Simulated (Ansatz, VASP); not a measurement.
**Two plane-wave programs on Ru2Rh**

File INCAR:

```
  PREC = Accurate
  ENCUT = 520
  EDIFF = 1E-6
  ISMEAR = 0
  SIGMA = 0.1
  LREAL = False
  LASPH = True
  NELM = 150
  ALGO = Normal
  ISIF = 2
  LWAVE = False
  LCHARG = True
  ISPIN = 2
  MAGMOM = 1 1 1
  LORBIT = 11
  LMAXMIX = 4
  GGA = PE
  LELF = True
  LVHAR = True
  NBANDS = 32
```

KPOINTS

```
Automatic mesh
0
Gamma
  6 6 6
```

File POSCAR:

```
Ru2Rh
1.0
    0.0000000000      2.9192873403      2.9192873403
    2.9192873403      0.0000000000      2.9192873403
    2.9192873403      2.9192873403      0.0000000000
Ru Rh
2 1
Direct
    0.2500000000      0.2500000000      0.2500000000
    0.7500000000      0.7500000000      0.7500000000
    0.0000000000      0.0000000000      0.0000000000
```

Input for Ansatz:

```yaml
crystal:
  lattice:
    - [0.0, 2.9192873403, 2.9192873403]
    - [2.9192873403, 0.0, 2.9192873403]
    - [2.9192873403, 2.9192873403, 0.0]
  atoms:
    - { symbol: Ru, position: [0.25, 0.25, 0.25], spin: 1.0 }
    - { symbol: Ru, position: [0.75, 0.75, 0.75], spin: 1.0 }
    - { symbol: Rh, position: [0.0, 0.0, 0.0], spin: 1.0 }
basis:
  ecutwfc: 420
kpoints:
  mp_grid: { grid: [6, 6, 6] }
hamiltonian:
  xc: pbe
scf:
  occupations: { method: gaussian, width: 0.1 }
  lower_state_search: "off"
output:
  forces: true
  stress: true
  eigenvalues: true
  populations: true
magnetization:
  spin_polarized: true
```

Change from the starting cell: species swapped into the In2Pt type (Fm-3m, No. 225).

Alike in both runs: task single point; functional PBE; k mesh 6 × 6 × 6; occupations gaussian, width 0.1 eV; collinear spin.

|  | VASP | Ansatz |
| --- | --- | --- |
| version | VASP 6.6.1 | Ansatz 0.2.0 |
| potentials or method | VASP PAW PBE potentials, release 64 (Ru_pv, Rh_pv), cutoff 520 eV | scalar-relativistic, plane waves, PAW |
| valence electrons in the cell | 43 | 49 |

VASP gave:

| Quantity | Value |
| --- | --- |
| gap on the k mesh at the Fermi level (eV) | none |
| pressure (GPa) | 0.1 |
| net moment per atom (μB) | 0.24 |
| size of the moment on the site where the two differ most (μB) | 0.22 |

**Question.** Which values does Ansatz return?

**Answer.** gap on the k mesh at the Fermi level (eV): none; pressure (GPa): 0.1; net moment per atom (μB): 0.24; size of the moment on the site where the two differ most (μB): 0.21.

Site moments also hang on the region over which each program counts them. A gap of «none» marks a metal or a gap that the smearing closes. With one functional, cell and mesh, what is left measures potentials, basis and numerics. VASP's potentials hold 43 valence electrons a cell and Ansatz's 49, so a difference there can come from the potentials and not from the codes.
